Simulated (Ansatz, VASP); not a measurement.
## One calculation of NiO2, two programs

```
CELL_PARAMETERS angstrom
1.38688 0.80071 5.10745
-1.38688 0.80071 5.10745
0.00000 -1.60143 5.10745
ATOMIC_POSITIONS crystal
Ni 0.00000 0.00000 0.00000
O 0.60528 0.60528 0.60528
O 0.39472 0.39472 0.39472
```

Alike in both runs: functional r2SCAN; k mesh 12 × 12 × 12; occupations gaussian, width 0.02 eV; no spin polarisation.

Ansatz relaxed the structure, and its values are those at the end. VASP's run is a single point on that final structure, the one shown.

|  | VASP | Ansatz |
| --- | --- | --- |
| version | VASP 6.6.1 | Ansatz 0.2.0 |
| potentials or method | VASP PAW PBE potentials, release 64 (Ni_sv_GW, O), cutoff 770 eV | scalar-relativistic, plane waves, PAW |
| valence electrons in the cell | 30 | 30 |

|  | VASP | Ansatz | Ansatz less VASP |
| --- | --- | --- | --- |
| gap on the k mesh at the Fermi level (eV) | 1.60 | 1.62 | +0.022 |
| least direct gap on the mesh (eV) | 1.82 | 1.84 | +0.020 |
| pressure (GPa) | 0.6 | 0.0 | -0.62 |
| rms of the force components (eV/Å) | 0.028 | 0.001 | -0.0276 |

VASP's potentials were made for PBE, not for r2SCAN.
